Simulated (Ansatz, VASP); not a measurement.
Two plane-wave programs on YNbGe

The input POSCAR:

```
YNbGe
1.0
    4.1064357700      0.0000000000      0.0000000000
    2.0532173800     -5.2922166700      0.0000000000
    0.0000000000      0.0000000000     -5.8443506800
Y Ge Nb
2 2 2
Direct
    0.3099000000      0.3802000000      0.7500000000
    0.6901000000      0.6198000000      0.2500000000
    0.6058000000      0.7884000000      0.7500000000
    0.3942000000      0.2116000000      0.2500000000
    0.0000000000      0.0000000000      0.0000000000
    0.0000000000      0.0000000000      0.5000000000
```

The input INCAR.step1:

```
PREC = Accurate ; ENCUT = 520
ISMEAR = -1 ; SIGMA = 0.1
LREAL = F ; LASPH = T
NELM = 100 ; NBANDS = 47
GGA = PE ; ALGO = Normal
EDIFF = 1E-4 ; LWAVE = T
LCHARG = F
```

File INCAR.step2:

```
PREC = Accurate ; ENCUT = 520
EDIFF = 1E-6 ; ISMEAR = -1
SIGMA = 0.1 ; LREAL = F
LASPH = T ; NELM = 100
ALGO = Normal ; ISIF = 2
LWAVE = F ; LCHARG = F
METAGGA = R2SCAN ; LMIXTAU = T
NBANDS = 47 ; ISTART = 1
```

Contents of KPOINTS:

```
regular mesh
0
Gamma
  5 5 3
```

Input for Ansatz:

```yaml
crystal:
  lattice:
    - [4.10643577, 0.0, 0.0]
    - [2.05321738, -5.29221667, 0.0]
    - [0.0, 0.0, -5.84435068]
  atoms:
    - { symbol: "Y", position: [0.3099, 0.3802, 0.75] }
    - { symbol: "Y", position: [0.6901, 0.6198, 0.25] }
    - { symbol: Ge, position: [0.6058, 0.7884, 0.75] }
    - { symbol: Ge, position: [0.3942, 0.2116, 0.25] }
    - { symbol: Nb, position: [0.0, 0.0, 0.0] }
    - { symbol: Nb, position: [0.0, 0.0, 0.5] }
  symmetry: { tolerance: 0.0003 }
kpoints:
  mp_grid: { grid: [5, 5, 3], shift: [0, 0, 0] }
magnetization:
  spin_polarized: false
scf:
  occupations: { method: fermi_dirac }
  eigensolver: { kind: davidson }
hamiltonian:
  pseudopotentials: { kind: paw }
  xc: r2scan
basis:
  ecutwfc: 500
output:
  forces: true
  stress: true
  eigenvalues: true
```

Alike in both runs: task single point; functional r2SCAN; k mesh 5 × 5 × 3; no spin polarisation.

|  | VASP | Ansatz |
| --- | --- | --- |
| version | VASP 6.6.1 | Ansatz 0.2.0 |
| potentials or method | VASP PAW PBE potentials, release 64 (Y_sv, Ge_d, Nb_sv), cutoff 520 eV | PAW plane waves |
| occupations | fermi-dirac, width 0.1 eV | fermi-dirac |
| valence electrons in the cell | 76 | 76 |

VASP gave:

* gap on the k mesh at the Fermi level (eV): none
* pressure (GPa): -0.2
* traceless stress, the component that is largest in VASP (GPa): 3.91
* rms of the force components (eV/Å): 0.155

Problem. Which values does Ansatz return?

Solution. gap on the k mesh at the Fermi level (eV): none; pressure (GPa): -0.1; traceless stress, the component that is largest in VASP (GPa): 3.89; rms of the force components (eV/Å): 0.152.

VASP's potentials were made for PBE, not for r2SCAN. Atom by atom the forces differ by 0.003 eV/Å (rms over components). A gap of «none» marks a metal or a gap that the smearing closes. Ansatz's warnings: structure snapped to symmetry.
